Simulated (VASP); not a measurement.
A run of VASP 6.6.1:

File INCAR:

```
PREC = Accurate ; ENCUT = 600
EDIFF = 1E-7 ; ISMEAR = -1
SIGMA = 0.05 ; LREAL = F
LASPH = T ; NELM = 60
ALGO = Normal ; ISIF = 3
LWAVE = F ; LCHARG = F
GGA = PS ; IBRION = 2
NSW = 32 ; EDIFFG = -0.005
PSTRESS = 510.0
```

The input KPOINTS:

```
regular mesh
0
Gamma
  17 17 15
```

File POSCAR:

```
Nb
1.0
    2.6358838995      0.0000000000      0.0000000000
   -1.3179419498      2.2827424184      0.0000000000
    0.0000000000      0.0000000000      2.4965737760
Nb
1
Direct
    0.0000000000      0.0000000000      0.0000000000
```

Potentials or basis: VASP PAW PBE potentials, release 64 (Nb_sv).

Run with:

```console
$ cat potpaw_PBE.64/Nb_sv/POTCAR > POTCAR
$ mpirun -np 1 vasp_std > vasp.out
```

Hardware: 1 thread of AMD EPYC 9R45 96-Core Processor (Zen 5) (shared host).

Task: Estimate the wall time of this run.

Result: It took 52 s on 1 thread of AMD EPYC 9R45 96-Core Processor (Zen 5) (shared host), peak memory 0.15 GiB. Counts: scf iterations 28, k points 264, ion steps 3.
